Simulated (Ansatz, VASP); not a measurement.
# CO2 in VASP and in Ansatz

The input INCAR:

```
SYSTEM = CO2
PREC = Accurate
ENCUT = 520
EDIFF = 1E-7
ISMEAR = 0
SIGMA = 0.05
LREAL = .False.
LASPH = .True.
NELM = 60
ALGO = Normal
ISIF = 2
LWAVE = .False.
LCHARG = .False.
GGA = PE
NBANDS = 44
```

File KPOINTS:

```
regular mesh
0
Gamma
  4 4 4
  0 0 0
```

The input POSCAR:

```
CO2
1.0
    6.1387207861      0.0000000000      0.0000000000
    0.0000000000      6.1387207861      0.0000000000
    0.0000000000      0.0000000000      5.7102380752
C O
4 8
Direct
    0.0000000000      0.0000000000      0.0000000000
    0.5000000000      0.0000000000      0.5000000000
    0.5000000000      0.5000000000      0.0000000000
    0.0000000000      0.5000000000      0.5000000000
    0.1114834447      0.1114834447      0.1114834447
    0.3885165553      0.8885165553      0.6114834447
    0.6114834447      0.3885165553      0.8885165553
    0.8885165553      0.6114834447      0.3885165553
    0.8885165553      0.8885165553      0.8885165553
    0.6114834447      0.1114834447      0.3885165553
    0.3885165553      0.6114834447      0.1114834447
    0.1114834447      0.3885165553      0.6114834447
```

Input for Ansatz:

```yaml
crystal:
  lattice:
    - [6.1387207861, 0.0, 0.0]
    - [0.0, 6.1387207861, 0.0]
    - [0.0, 0.0, 5.7102380752]
  atoms:
    - { symbol: C, position: [0.0, 0.0, 0.0] }
    - { symbol: C, position: [0.5, 0.0, 0.5] }
    - { symbol: C, position: [0.5, 0.5, 0.0] }
    - { symbol: C, position: [0.0, 0.5, 0.5] }
    - { symbol: O, position: [0.1114834447, 0.1114834447, 0.1114834447] }
    - { symbol: O, position: [0.3885165553, 0.8885165553, 0.6114834447] }
    - { symbol: O, position: [0.6114834447, 0.3885165553, 0.8885165553] }
    - { symbol: O, position: [0.8885165553, 0.6114834447, 0.3885165553] }
    - { symbol: O, position: [0.8885165553, 0.8885165553, 0.8885165553] }
    - { symbol: O, position: [0.6114834447, 0.1114834447, 0.3885165553] }
    - { symbol: O, position: [0.3885165553, 0.6114834447, 0.1114834447] }
    - { symbol: O, position: [0.1114834447, 0.3885165553, 0.6114834447] }
basis:
  ecutwfc: 520.0
kpoints:
  mp_grid: { grid: [4, 4, 4] }
hamiltonian:
  xc: pbe
scf:
  occupations: { method: gaussian, width: 0.05 }
output:
  forces: true
  stress: true
  eigenvalues: true
```

Alike in both runs: task single point; functional PBE; k mesh 4 × 4 × 4; occupations gaussian, width 0.05 eV; no spin polarisation.

|  | VASP | Ansatz |
| --- | --- | --- |
| version | VASP 6.6.1 | Ansatz 0.2.0 |
| potentials or method | VASP PAW PBE potentials, release 64 (C, O), cutoff 520 eV | scalar-relativistic, plane waves, PAW |
| valence electrons in the cell | 64 | 64 |

Ansatz gave:

- gap on the k mesh at the Fermi level (eV): 6.68
- least direct gap on the mesh (eV): 6.68
- pressure (GPa): 2.8
- traceless stress, the component that is largest in VASP (GPa): -0.08
- rms of the force components (eV/Å): 0.559

Estimate VASP's values.

gap on the k mesh at the Fermi level (eV): 6.67; least direct gap on the mesh (eV): 6.67; pressure (GPa): 4.2; traceless stress, the component that is largest in VASP (GPa): -0.23; rms of the force components (eV/Å): 0.886.

Atom by atom the forces differ by 0.327 eV/Å (rms over components). The functional is the same, so the differences come from potentials, cutoffs and numerics.

Noted on VASP's run: the standard files for N, O and F lose accuracy on very short bonds.
